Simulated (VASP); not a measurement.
# Ge in VASP: a series of runs

Ge is run at these levels: PBEsol; tasks: single point.

Program: VASP 6.6.1. These are calculated values, not measurements. Logs are shortened: lines on timing, memory, paths and dates and some standing lists are left out, and cuts for length are marked.

**1. The cell of the first run**

The structure is orthorhombic, space group Cmmm (No. 65). The conventional cell has a = 2.776 Å, b = 5.166 Å, c = 2.680 Å, α = 90.00°, β = 90.00°, γ = 90.00°. Within 3.5 Å of Ge (site symmetry mmm) lie 8 Ge at 2.68 to 2.93 Å.

**2. Single point, PBEsol (volume scaled by 0.98)**

Input file INCAR:

```
PREC = Accurate
ENCUT = 520
EDIFF = 1E-7
ISMEAR = -1
SIGMA = 0.05
LREAL = F
LASPH = T
NELM = 80
ALGO = Normal
ISIF = 2
LWAVE = F
LCHARG = T
GGA = PS
LELF = T
LVHAR = T
NBANDS = 13
```

Input file KPOINTS:

```
Automatic mesh
0
Gamma
  11 11 10
```

Input file POSCAR:

```
Ge
1.0
    1.3877718785     -2.5830623466      0.0000000000
    1.3877718785      2.5830623466      0.0000000000
    0.0000000000      0.0000000000      2.6801215215
Ge
1
Direct
    0.5000000000      0.5000000000      0.0000000000
```

Potentials or basis: VASP PAW PBE potentials, release 64 (Ge_d).

Started as:

```bash
$ cat potpaw_PBE.64/Ge_d/POTCAR > POTCAR
$ mpirun -np 1 vasp_std > vasp.out
```

OUTCAR:

```text
PREC = Accurate
   ENCUT = 520
   EDIFF = 1E-7
   ISMEAR = -1
   LREAL = F
   LASPH = T
   NELM = 80
   ISIF = 2
   GGA = PS

 ion  position               nearest neighbor table
   1  0.500  0.500  0.000-

  LATTYP: Found a base centered orthorhombic cell.
 ALAT       =     2.7755437570
 B/A-ratio  =     1.8613018369
 C/A-ratio  =     0.9656203455

  Lattice vectors:

 A1 = (   1.3877718785,  -2.5830623466,   0.0000000000)
 A2 = (   1.3877718785,   2.5830623466,   0.0000000000)
 A3 = (   0.0000000000,   0.0000000000,   2.6801215215)

Analysis of symmetry for initial positions (statically):
=====================================================================
 Subroutine PRICEL returns:
 Original cell was already a primitive cell.

 Routine SETGRP: Setting up the symmetry group for a
 base centered orthorhombic supercell.

 Subroutine GETGRP returns: Found  8 space group operations
 (whereof  8 operations were pure point group operations)
 out of a pool of  8 trial point group operations.

The static configuration has the point symmetry D_2h.

Analysis of symmetry for dynamics (positions and initial velocities):
=====================================================================
 Subroutine PRICEL returns:
 Original cell was already a primitive cell.

 Routine SETGRP: Setting up the symmetry group for a
 base centered orthorhombic supercell.

 Subroutine GETGRP returns: Found  8 space group operations
 (whereof  8 operations were pure point group operations)
 out of a pool of  8 trial point group operations.

The dynamic configuration has the point symmetry D_2h.

 Subroutine INISYM returns: Found  8 space group operations
 (whereof  8 operations are pure point group operations),
 and found     1 'primitive' translations

----------------------------------------------------------------------------------------

                                     Primitive cell

  volume of cell :      19.2149

  direct lattice vectors                    reciprocal lattice vectors
     1.387771878 -2.583062347  0.000000000     0.360289762 -0.193568692  0.000000000
     1.387771878  2.583062347  0.000000000     0.360289762  0.193568692  0.000000000
     0.000000000  0.000000000  2.680121521     0.000000000  0.000000000  0.373117410

  length of vectors
     2.932255424  2.932255424  2.680121521     0.408995784  0.408995784  0.373117410

  position of ions in fractional coordinates (direct lattice)
     0.500000000  0.500000000  0.000000000

  ion indices of the primitive-cell ions
   primitive index   ion index
                 1           1

----------------------------------------------------------------------------------------

 KPOINTS: Automatic mesh

Automatic generation of k-mesh.
 Grid dimensions read from file:
 generate k-points for:   11   11   10

 Generating k-lattice:

  Cartesian coordinates                     Fractional coordinates (reciprocal lattice)
     0.032753615 -0.017597154  0.000000000     0.090909091  0.000000000  0.000000000
     0.032753615  0.017597154  0.000000000     0.000000000  0.090909091  0.000000000
     0.000000000  0.000000000  0.037311741     0.000000000  0.000000000  0.100000000

  Length of vectors
     0.037181435  0.037181435  0.037311741

  Shift w.r.t. Gamma in fractional coordinates (k-lattice)
     0.000000000  0.000000000  0.000000000

 Subroutine IBZKPT returns following result:
 ===========================================

 Found    216 irreducible k-points:

 Following reciprocal coordinates:
            Coordinates               Weight
  0.000000  0.000000  0.000000      1.000000
  0.090909  0.000000  0.000000      4.000000
  0.181818 -0.000000  0.000000      4.000000
  0.272727  0.000000  0.000000      4.000000
  0.363636 -0.000000  0.000000      4.000000
  0.454545 -0.000000  0.000000      4.000000
[... 16 lines left out ...]
 -0.272727  0.181818  0.000000      4.000000
 -0.181818  0.181818  0.000000      2.000000
 [... further k-points ...]
   k-points           NKPTS =    216   k-points in BZ     NKDIM =    216   number of bands    NBANDS=     13
   number of dos      NEDOS =    301   number of ions     NIONS =      1
   total plane-waves  NPLWV =  11520
   dimension x,y,z NGX =    24 NGY =   24 NGZ =   20
   dimension x,y,z NGXF=    48 NGYF=   48 NGZF=   40
   ions per type =               1
   NGX,Y,Z   is equivalent  to a cutoff of  13.61, 13.61, 12.41 a.u.
   NGXF,Y,Z  is equivalent  to a cutoff of  27.21, 27.21, 24.81 a.u.
 SYSTEM =  unknown system
   PREC   = accura    normal or accurate (medium, high low for compatibility)
   ISTART =      0    job   : 0-new  1-cont  2-samecut
   ICHARG =      2    charge: 1-file 2-atom 10-const
   ISPIN  =      1    spin polarized calculation?
   LNONCOLLINEAR =      F non collinear calculations
   LSORBIT =      F    spin-orbit coupling
   LASPH  =      T    aspherical Exc in radial PAW
   ENCUT  =  520.0 eV  38.22 Ry    6.18 a.u.   5.45  5.45  4.98*2*pi/ulx,y,z
   NELM   =     80;   NELMIN=  2; NELMDL= -5     # of ELM steps
   EDIFF  = 0.1E-06   stopping-criterion for ELM
   LREAL  =      F    real-space projection
   EDIFFG = 0.1E-05   stopping-criterion for IOM
   NSW    =      0    number of steps for IOM
   IBRION =     -1    ionic relax: 0-MD 1-quasi-New 2-CG
   NFREE  =      0    steps in history (QN), initial steepest desc. (CG)
   ISIF   =      2    stress and relaxation
   ISYM   =      2    0-nonsym 1-usesym 2-fastsym
   POTIM  = 0.5000    time-step for ionic-motion
   TEBEG  =    0.0;   TEEND  =   0.0 temperature during run
   PSTRESS=    0.0 pullay stress
   NELECT =      14.0000    total number of electrons
   NUPDOWN=      -1.0000    fix difference up-down
   EMIN   =  10.00;   EMAX   =-10.00  energy-range for DOS
   EFERMI =   0.00;   METHOD = LEGACY
   ISMEAR =    -1;   SIGMA  =   0.05  broadening in eV -4-tet -1-fermi 0-gaus
   EFERMI_NEDOS =   21; number of points for ismear=-14 and -15
   IALGO  =     38    algorithm
   IMIX   =      4    mixing-type and parameters
     AMIX     =   0.40;   BMIX     =  1.00
     AMIX_MAG =   1.60;   BMIX_MAG =  1.00
  volume/ion in A,a.u.               =      19.21       129.67
  Fermi-wavevector in a.u.,A,eV,Ry     =   1.473121  2.783795 29.525797  2.170085
  Thomas-Fermi vector in A             =   2.588052
   LORBIT       =      0    0 simple, 1 ext, 2 COOP (PROOUT), +10 PAW based schemes
   GGA     = PS    functional components
   LHFCALC =     F    Hartree Fock is set to
   AEXX    =    0.0000 exact exchange contribution
   IVDW    =     0    specifies the selected vdW correction
   LEPSILON=     F    determine dielectric tensor
   LRPA    =     F    only Hartree local field effects (RPA)
 non-spin polarized calculation
  energy-cutoff  :      520.00
  volume of cell :       19.21
 maximum number of plane-waves:       530
 NGX is ok and might be reduce to    24
   NGX = 11   NGY = 11   NGZ =  9

 number of electron      13.9999994 magnetization

 Free energy of the ion-electron system (eV)
  ---------------------------------------------------
  ext. energy  EPLUGINS =         0.00000000
  ---------------------------------------------------
  free energy    TOTEN  =        -4.74072016 eV

  energy without entropy =       -4.73689907  energy(sigma->0) =       -4.73880962

 E-fermi :   6.2548     XC(G=0): -11.2878

 val. band max:        6.2274271321   @ k =   0.3636   0.1818   0.1000
 cond. band min:       6.2729359405   @ k =   0.1818   0.1818   0.3000
 fundamental gap:      0.0455088084
 Fermi energy:         6.2547860631

 k-point     1 :       0.0000    0.0000    0.0000
  band No.  band energies     occupation
      1     -18.3845      2.00000
      2     -18.3236      2.00000
      3     -18.2695      2.00000
      4     -18.1587      2.00000
      5     -18.1377      2.00000
      6      -6.7470      2.00000
      7      13.0515      0.00000
      8      13.5568      0.00000
      9      15.0999      0.00000
     10      16.5537      0.00000
     11      18.8984      0.00000
     12      21.3808      0.00000
     13      21.4226      0.00000

 k-point     2 :       0.0909    0.0000    0.0000
  band No.  band energies     occupation
      1     -18.3783      2.00000
      2     -18.3143      2.00000
      3     -18.2705      2.00000
      4     -18.1601      2.00000
      5     -18.1420      2.00000
      6      -6.5431      2.00000
      7      12.6656      0.00000
      8      13.2509      0.00000
      9      13.5039      0.00000
     10      17.0010      0.00000
     11      18.5732      0.00000
     12      20.2210      0.00000
     13      22.6904      0.00000

 k-point     3 :       0.1818   -0.0000    0.0000
  band No.  band energies     occupation
      1     -18.3650      2.00000
      2     -18.2968      2.00000
      3     -18.2633      2.00000
      4     -18.1648      2.00000
      5     -18.1522      2.00000
      6      -5.9316      2.00000
      7       9.8272      0.00000
      8      12.0363      0.00000
      9      13.8368      0.00000
     10      16.3795      0.00000
     11      18.1311      0.00000
     12      22.1988      0.00000
     13      25.3370      0.00000
[... 305 lines left out ...]
 k-point    23 :      -0.2727    0.1818    0.0000
  band No.  band energies     occupation
      1     -18.3648      2.00000
      2     -18.3139      2.00000
      3     -18.2313      2.00000
      4     -18.1773      2.00000
      5     -18.1449      2.00000
      6      -5.4672      2.00000
      7       7.1376      0.00000
      8      11.3190      0.00000
      9      14.2430      0.00000
     10      18.0410      0.00000
     11      19.3608      0.00000
     12      23.0042      0.00000
     13      27.4571      0.00000

 k-point    24 :      -0.1818    0.1818    0.0000
  band No.  band energies     occupation
      1     -18.3749      2.00000
      2     -18.3197      2.00000
      3     -18.2429      2.00000
      4     -18.1713      2.00000
      5     -18.1402      2.00000
      6      -6.0270      2.00000
      7       8.5588      0.00000
      8      13.6223      0.00000
      9      13.7294      0.00000
     10      16.9846      0.00000
     11      18.5266      0.00000
     12      24.3023      0.00000
     13      24.3342      0.00000

 [... further k-points ...]
[... 5 lines left out ...]
  --------------------------------------------------------------------------------------
  -------------------------------------------------------------------------------------
  Total       -0.1793595     -0.5741295     -0.3184647      0.0000000      0.0000000      0.0000000
  in kB      -14.9553858    -47.8721572    -26.5542698      0.0000000      0.0000000      0.0000000
  external PRESSURE =     -29.7939376 kB  Pullay stress =       0.0000000 kB

 VOLUME and BASIS-vectors are now :
 -----------------------------------------------------------------------------
  energy-cutoff  :      520.00
  volume of cell :       19.21
      direct lattice vectors                 reciprocal lattice vectors
     1.387771878 -2.583062347  0.000000000     0.360289762 -0.193568692  0.000000000
     1.387771878  2.583062347  0.000000000     0.360289762  0.193568692  0.000000000
     0.000000000  0.000000000  2.680121521     0.000000000  0.000000000  0.373117410

 POSITION                                       TOTAL-FORCE (eV/Angst)
 -----------------------------------------------------------------------------------
      1.38777      0.00000      0.00000         0.000000      0.000000      0.000000
 -----------------------------------------------------------------------------------
    total drift:                               -0.000000     -0.000000     -0.000000

  FREE ENERGIE OF THE ION-ELECTRON SYSTEM (eV)
  ---------------------------------------------------
  free  energy   TOTEN  =        -4.7407201643 eV

  energy  without entropy=       -4.7368990714  energy(sigma->0) =       -4.73880962
```

Wall time 15 s (1 thread of Intel Xeon Platinum 8559C (Emerald Rapids), shared host); peak memory 0.17 GiB.

What came out:

| Property | Result |
| --- | --- |
| Free energy | -4.7407 eV |
| Pressure | -3.0 GPa |
| Band gap on the k mesh | zero (band 7 reaches 13.05 eV, above the bottom of band 8 at 3.80 eV) |

Caveat: the PAW data sets were made with another functional, which shifts forces and pressure a little.

(Part 1 of 2 ends here.)
